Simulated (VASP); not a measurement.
A run of VASP 6.6.1 is set up as follows.

INCAR

```
SYSTEM = C
  ALGO = Normal
  EDIFF = 1E-6
  ENCUT = 600
  GGA = PS
  GGA_COMPAT = .FALSE.
  ISIF = 2
  ISMEAR = 0
  LASPH = .TRUE.
  LCHARG = .TRUE.
  LELF = .TRUE.
  LREAL = .FALSE.
  LVHAR = .TRUE.
  LWAVE = .FALSE.
  NBANDS = 11
  NELM = 120
  PREC = Accurate
  SIGMA = 0.1
```

Contents of KPOINTS:

```
k-points
0
G
  6 6 2
  0 0 0
```

The input POSCAR:

```
C
1.0
    2.4561701622      0.0000000000      0.0000000000
   -1.2280850811      2.1271057565      0.0000000000
    0.0000000000      0.0000000000      8.5238033600
C
2
Direct
    0.3333333333      0.6666666667      0.0000000000
    0.6666666667      0.3333333333      0.0000000000
```

Potentials or basis: VASP PAW PBE potentials, release 64 (C).

Launch:

```bash
$ cat potpaw_PBE.64/C/POTCAR > POTCAR
$ mpirun -np 1 vasp_std > vasp.out
```

(1) Estimate the band gap on the k mesh.

## Answers

(1) zero (filled and empty bands touch).

Caveat: the k points lie up to 0.49 Å⁻¹ apart.
